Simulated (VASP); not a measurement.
Ga4AsP3, 8 atoms in the cell. It takes space group Amm2 (No. 38, orthorhombic). The conventional cell has a = 3.937 Å, b = 7.871 Å, c = 11.122 Å, α = 90.00°, β = 90.00°, γ = 90.00°. Within 3.2 Å of P (site symmetry mm2) lie 4 Ga at 2.39 to 2.41 Å. P (site symmetry m) has 4 Ga at 2.38 to 2.41 Å within 3.1 Å. Within 3.2 Å of As (site symmetry mm2) lie 4 Ga at 2.44 to 2.45 Å. Ga (site symmetry mm2) has 4 P at 2.41 Å within 3.2 Å. Ga (site symmetry m) has 3 P at 2.39 to 2.40 Å and 1 As at 2.45 Å within 3.2 Å. Within 3.1 Å of Ga (site symmetry mm2) lie 2 P at 2.38 Å and 2 As at 2.44 Å. 

```yaml
Program: VASP 6.6.1
Task: single point
Functional: PBE
Potentials_or_basis: VASP PAW PBE potentials, release 64 (P, As, Ga_d)
Cutoff: 520 eV
k_mesh: 6 × 4 × 4
Occupations: fermi-dirac, width 0.02 eV
Spin: no spin polarisation
Dipole_correction: no
Further_INCAR_settings: ALGO = Normal; EDIFF = 1e-07; NBANDS = 46
```

Potentials or basis: VASP PAW PBE potentials, release 64 (P, As, Ga_d).

Launch:

```bash
$ cat potpaw_PBE.64/P/POTCAR potpaw_PBE.64/As/POTCAR potpaw_PBE.64/Ga_d/POTCAR > POTCAR
$ mpirun -np 1 vasp_std > vasp.out
```

Hardware: 1 thread of Intel Xeon 8259CL (shared host).

Estimate the wall time of this run.

Run time: 10 min on 1 thread of Intel Xeon 8259CL (shared host), peak memory 0.39 GiB. Counts: scf iterations 16, k points 28.
